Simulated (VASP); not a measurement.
BN, 2 atoms in the cell. Symmetry: Imm2, No. 44, orthorhombic system. The conventional cell has a = 2.532 Å, b = 2.596 Å, c = 3.626 Å, α = 90.00°, β = 90.00°, γ = 90.00°. Within 2.1 Å of B (site symmetry mm2) lie 4 N at 1.56 to 1.58 Å. N (site symmetry mm2) has 4 B at 1.56 to 1.58 Å within 2.1 Å.  This cell differs from its parent crystal: strain +0.0250 x Voigt [0, 0, 0, 0, 1, 0].

* Program: VASP 6.6.1
* Task: single point
* Functional: r2SCAN
* Potentials or basis: VASP PAW PBE potentials, release 64 (B, N)
* Cutoff: 520 eV
* k mesh: 12 × 12 × 12
* Occupations: gaussian, width 0.05 eV
* Spin: no spin polarisation
* Dipole correction: no
* Further INCAR settings: ALGO = Normal; EDIFF = 1e-06; NBANDS = 11

Potentials or basis: VASP PAW PBE potentials, release 64 (B, N).

Command:

```sh
$ cat potpaw_PBE.64/B/POTCAR potpaw_PBE.64/N/POTCAR > POTCAR
$ cp INCAR.step1 INCAR
$ mpirun -np 1 vasp_std > vasp.out
$ cp INCAR.step2 INCAR
$ mpirun -np 1 vasp_std > vasp.out
```

Hardware: 1 thread of AMD EPYC 9R45 96-Core Processor (Zen 5), on a shared host.

Task: Estimate the wall time of this run.

Result: Run time: 84 s on 1 thread of AMD EPYC 9R45 96-Core Processor (Zen 5) (shared host), peak memory 0.12 GiB. Counts: k points 280.
